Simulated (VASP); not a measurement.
Set up this calculation in VASP 6.6.1, as the native input.

| Item | Value |
| --- | --- |
| Task | single point |
| Functional | PBE |
| Potentials or basis | VASP PAW PBE potentials, release 64 (Sb, Pd) |
| Cutoff | 520 eV |
| k mesh | 6 × 6 × 10 |
| Occupations | gaussian, width 0.1 eV |
| Spin | no spin polarisation |
| Dipole correction | no |
| Further INCAR settings | ALGO = Normal; EDIFF = 1e-07; NBANDS = 35 |

The structure of Sb3Pd lies in POSCAR:

```
Sb3Pd
1.0
    8.2128573203      0.0000000000      0.0000000000
   -4.1064286601      7.1125430770      0.0000000000
    0.0000000000      0.0000000000      3.5864805721
Sb Pd
6 2
Direct
    0.8151884246      0.6303768493      0.2500000000
    0.1848115754      0.8151884246      0.7500000000
    0.3696231507      0.1848115754      0.2500000000
    0.1848115754      0.3696231507      0.7500000000
    0.8151884246      0.1848115754      0.2500000000
    0.6303768493      0.8151884246      0.7500000000
    0.3333333333      0.6666666667      0.2500000000
    0.6666666667      0.3333333333      0.7500000000
```

The input as run:

INCAR

```
  ALGO = Normal
  EDIFF = 1E-7
  ENCUT = 520
  GGA = PE
  ISIF = 2
  ISMEAR = 0
  LASPH = T
  LCHARG = F
  LREAL = F
  LWAVE = F
  NBANDS = 35
  NELM = 60
  PREC = Accurate
  SIGMA = 0.1
```

KPOINTS

```
k-points
0
Gamma
  6 6 10
```

Potentials or basis: VASP PAW PBE potentials, release 64 (Sb, Pd).

Launch:

```console
$ cat potpaw_PBE.64/Sb/POTCAR potpaw_PBE.64/Pd/POTCAR > POTCAR
$ mpirun -np 1 vasp_std > vasp.out
```

Results of the run:

The pressure is -0.1 GPa, the largest force is 0.005 eV/Å and the band gap on the k mesh is zero (bands 25 and 26 overlap by 1.71 eV).

Caveat: spin-orbit coupling is left out, which moves the levels of the heavy elements.

Wall time 3 min on 1 thread of Intel(R) Xeon(R) 6975P-C (Granite Rapids) (shared host), peak memory 0.48 GiB.
